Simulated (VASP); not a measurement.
AgCl (Chlorargyrite), 2 atoms in the cell. The typed cell holds 2 atoms: a = 3.891 Å, b = 3.948 Å, c = 3.850 Å, α = 61.14°, β = 59.80°, γ = 60.33°. 

```yaml
Program: VASP 6.6.1
Task: single point
Functional: PBEsol
Potentials_or_basis: VASP PAW PBE potentials, release 64 (Ag, Cl)
Cutoff: 520 eV
k_mesh: 4 × 4 × 4
Occupations: fermi-dirac, width 0.05 eV
Spin: no spin polarisation
Dipole_correction: no
Further_INCAR_settings: ALGO = Normal; EDIFF = 1e-06; NBANDS = 16
```

Potentials or basis: VASP PAW PBE potentials, release 64 (Ag, Cl).

Run with:

```console
$ cat potpaw_PBE.64/Ag/POTCAR potpaw_PBE.64/Cl/POTCAR > POTCAR
$ mpirun -np 1 vasp_std > vasp.out
```

Hardware: 1 thread of Intel(R) Xeon(R) Platinum 8488C (Sapphire Rapids) (shared host).

How long does it take, and how much memory?

Run time: 18 s on 1 thread of Intel(R) Xeon(R) Platinum 8488C (Sapphire Rapids), with other jobs on the host, peak memory 0.18 GiB. Counts: scf iterations 12, k points 36.
